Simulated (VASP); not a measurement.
Here is a VASP 6.6.1 calculation.

The input INCAR:

```
SYSTEM = RuAu
  PREC = Accurate
  ENCUT = 520
  EDIFF = 1E-7
  ISMEAR = -1
  SIGMA = 0.05
  LREAL = .False.
  LASPH = .True.
  NELM = 60
  ALGO = Normal
  ISIF = 2
  LWAVE = .False.
  LCHARG = .False.
  GGA = PE
  NBANDS = 20
```

KPOINTS

```
Automatic mesh
0
Gamma
  8 8 8
  0 0 0
```

File POSCAR:

```
RuAu
1.0
    3.1220370540      0.0000000000      0.0000000000
    0.0000000000      3.1220370540      0.0000000000
    0.0000000000      0.0000000000      3.1220370540
Ru Au
1 1
Direct
    0.0000000000      0.0000000000      0.0000000000
    0.5000000000      0.5000000000      0.5000000000
```

Potentials or basis: VASP PAW PBE potentials, release 64 (Ru_pv, Au).

Run with:

```bash
$ cat potpaw_PBE.64/Ru_pv/POTCAR potpaw_PBE.64/Au/POTCAR > POTCAR
$ mpirun -np 1 vasp_std > vasp.out
```

Q: Predict the pressure.

A: 9.6 GPa.
